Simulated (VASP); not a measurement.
Write the native input for VASP 6.6.1 that does the following.

| Item | Value |
| --- | --- |
| Task | single point |
| Functional | LDA |
| Potentials or basis | VASP PAW LDA potentials, release 64 (Se) |
| Cutoff | 520 eV |
| k mesh | 19 × 19 × 19 |
| Occupations | fermi-dirac, width 0.05 eV |
| Spin | no spin polarisation |
| Dipole correction | no |
| Further INCAR settings | ALGO = Normal; EDIFF = 1e-06; NBANDS = 9 |

The structure of Se lies in POSCAR:

```
Se
1.0
    2.5574879885      0.0789154986      0.1235736105
   -0.6818640896      2.4661779803      0.1235736105
   -0.6818640896     -0.9252429812      2.2893732098
Se
1
Direct
    0.0000000000      0.0000000000      0.0000000000
```

One way to write it, as run:

INCAR

```
PREC = Accurate
ENCUT = 520
EDIFF = 1E-6
ISMEAR = -1
SIGMA = 0.05
LREAL = F
LASPH = T
NELM = 60
ALGO = Normal
ISIF = 2
LWAVE = F
LCHARG = T
LELF = T
LVHAR = T
NBANDS = 9
```

KPOINTS

```
regular mesh
0
Gamma
  19 19 19
```

Potentials or basis: VASP PAW LDA potentials, release 64 (Se).

Command:

```bash
$ cat potpaw_LDA.64/Se/POTCAR > POTCAR
$ mpirun -np 1 vasp_std > vasp.out
```

It gave:

```yaml
Pressure: 40.8 GPa
Band_gap_on_the_k_mesh: zero (band 3 reaches 14.51 eV, above the bottom of band 4 at 5.04 eV)
```

It took 19 s on 1 thread of Intel(R) Xeon(R) 6975P-C (Granite Rapids), with other jobs on the host, peak memory 0.19 GiB.
